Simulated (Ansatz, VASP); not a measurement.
# Ta in VASP and in Ansatz

```
Ta
1.0
    -1.65887    1.65887    1.53943
     1.65887   -1.65887    1.53943
     1.65887    1.65887   -1.53943
Ta
1
Direct
  0.00000 0.00000 0.00000
```

Alike in both runs: task single point; functional PBEsol; k mesh 22 × 22 × 22; occupations gaussian, width 0.15 eV; no spin polarisation.

```csv
,VASP,Ansatz
version,VASP 6.6.1,Ansatz 0.2.0
potentials or method,"VASP PAW PBE potentials, release 64 (Ta_pv), cutoff 520 eV","scalar-relativistic, plane waves, PAW"
valence electrons in the cell,11,13
```

Ansatz gave:

```
gap on the k mesh at the Fermi level (eV)                     : none
pressure (GPa)                                                : 9.8
traceless stress, the component that is largest in VASP (GPa) : 5.22
```

Q: Which values does VASP return?

A: gap on the k mesh at the Fermi level (eV): none; pressure (GPa): 10.1; traceless stress, the component that is largest in VASP (GPa): 5.22.

VASP's potentials were made for PBE, not for PBEsol, and Ansatz warns of the same on its side. A gap of «none» marks a metal or a gap that the smearing closes. VASP's potentials hold 11 valence electrons a cell and Ansatz's 13, so a difference there can come from the potentials and not from the codes.

Neither program's run includes spin-orbit coupling.
